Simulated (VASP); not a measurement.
Here is a VASP 6.6.1 calculation.

Contents of INCAR:

```
SYSTEM = KAg
PREC = Accurate
ENCUT = 520
EDIFF = 1E-7
ISMEAR = 0
SIGMA = 0.2
LREAL = .False.
LASPH = .True.
NELM = 100
ALGO = Fast
ISIF = 2
LWAVE = .False.
LCHARG = .False.
GGA = PE
NBANDS = 28
```

File KPOINTS:

```
regular mesh
0
Gamma
  6 6 4
  0 0 0
```

Contents of POSCAR:

```
KAg
1.0
    4.1273822000      0.0000000000      0.0000000000
    0.0000000000      4.1273822000      0.0000000000
    0.0000000000      0.0000000000      8.2547644000
K Ag
2 2
Direct
    0.5000000000      0.5000000000      0.2500000000
    0.5000000000      0.5000000000      0.7500000000
    0.0000000000      0.0000000000      0.0000000000
    0.0000000000      0.0000000000      0.5000000000
```

Potentials or basis: VASP PAW PBE potentials, release 64 (K_sv, Ag).

Run with:

```console
$ cat potpaw_PBE.64/K_sv/POTCAR potpaw_PBE.64/Ag/POTCAR > POTCAR
$ mpirun -np 1 vasp_std > vasp.out
```

Estimate the band gap on the k mesh.

zero (band 20 reaches 3.16 eV, above the bottom of band 21 at 1.41 eV).

What does it give for the pressure?

0.0 GPa.
